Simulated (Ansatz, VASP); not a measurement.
# Ag in VASP and in Ansatz

```
Ag
1.0
     0.00000    1.99966    1.99966
     1.99966    0.00000    1.99966
     1.99966    1.99966    0.00000
Ag
1
Direct
  0.00000 0.00000 0.00000
```

Alike in both runs: task single point; functional LDA; k mesh 13 × 13 × 13; occupations fermi-dirac, width 1 eV; no spin polarisation.

|  | VASP | Ansatz |
| --- | --- | --- |
| version | VASP 6.6.1 | Ansatz 0.2.0 |
| potentials or method | VASP PAW LDA potentials, release 64 (Ag), cutoff 520 eV | plane waves (420 eV) with PAW, scalar-relativistic |
| valence electrons in the cell | 11 | 19 |

|  | VASP | Ansatz | Ansatz less VASP |
| --- | --- | --- | --- |
| pressure (GPa) | 4.9 | 4.9 | -0.04 |

Ansatz warns that its potentials were made for another functional, while VASP's fit it. LDA's correlation is that of Perdew and Zunger in VASP and of Perdew and Wang (1992) in Ansatz. VASP's potentials hold 11 valence electrons a cell and Ansatz's 19, so a difference there can come from the potentials and not from the codes.
